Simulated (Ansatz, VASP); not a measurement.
Two plane-wave programs on Pt

The input POSCAR:

```
Pt
1.0
   -1.6079833000      1.6079833000      1.6317466000
    1.6079833000     -1.6079833000      1.6317466000
    1.6079833000      1.6079833000     -1.6317466000
Pt
1
Direct
    0.0000000000      0.0000000000      0.0000000000
```

INCAR.step1

```
  PREC = Accurate
  ENCUT = 520
  ISMEAR = 0
  SIGMA = 0.15
  LREAL = F
  LASPH = T
  NELM = 100
  NBANDS = 11
  GGA = PE
  ALGO = Normal
  EDIFF = 1E-4
  LWAVE = T
  LCHARG = F
```

Contents of INCAR.step2:

```
  PREC = Accurate
  ENCUT = 520
  EDIFF = 1E-6
  ISMEAR = 0
  SIGMA = 0.15
  LREAL = F
  LASPH = T
  NELM = 100
  ALGO = Normal
  ISIF = 2
  LWAVE = F
  LCHARG = F
  METAGGA = R2SCAN
  LMIXTAU = T
  NBANDS = 11
  ISTART = 1
```

The input KPOINTS:

```
Automatic mesh
0
Gamma
  22 22 22
```

Input for Ansatz:

```yaml
crystal:
  lattice:
    - [-1.6079833, 1.6079833, 1.6317466]
    - [1.6079833, -1.6079833, 1.6317466]
    - [1.6079833, 1.6079833, -1.6317466]
  atoms:
    - { symbol: Pt, position: [0.0, 0.0, 0.0] }
basis:
  ecutwfc: 500
kpoints:
  mp_grid: { grid: [22, 22, 22] }
hamiltonian:
  xc: r2scan
scf:
  occupations: { method: gaussian, width: 0.15 }
output:
  forces: true
  stress: true
  eigenvalues: true
```

Change from the starting cell: strain +0.015 along x and y, +0.030 along z, atoms carried along.

Alike in both runs: task single point; functional r2SCAN; k mesh 22 × 22 × 22; occupations gaussian, width 0.15 eV; no spin polarisation.

|  | VASP | Ansatz |
| --- | --- | --- |
| version | VASP 6.6.1 | Ansatz 0.2.0 |
| potentials or method | VASP PAW PBE potentials, release 64 (Pt), cutoff 520 eV | scalar-relativistic, plane waves, PAW |
| valence electrons in the cell | 10 | 18 |

Ansatz gave:

* gap on the k mesh at the Fermi level (eV): none
* pressure (GPa): -17.7
* traceless stress, the component that is largest in VASP (GPa): 0.68

Q: What did VASP give for the same quantities?

A: gap on the k mesh at the Fermi level (eV): none; pressure (GPa): -17.4; traceless stress, the component that is largest in VASP (GPa): 0.69.

VASP's potentials were made for PBE, not for r2SCAN. A gap of «none» marks a metal or a gap that the smearing closes. VASP's potentials hold 10 valence electrons a cell and Ansatz's 18, so a difference there can come from the potentials and not from the codes.

Spin-orbit coupling is off throughout.
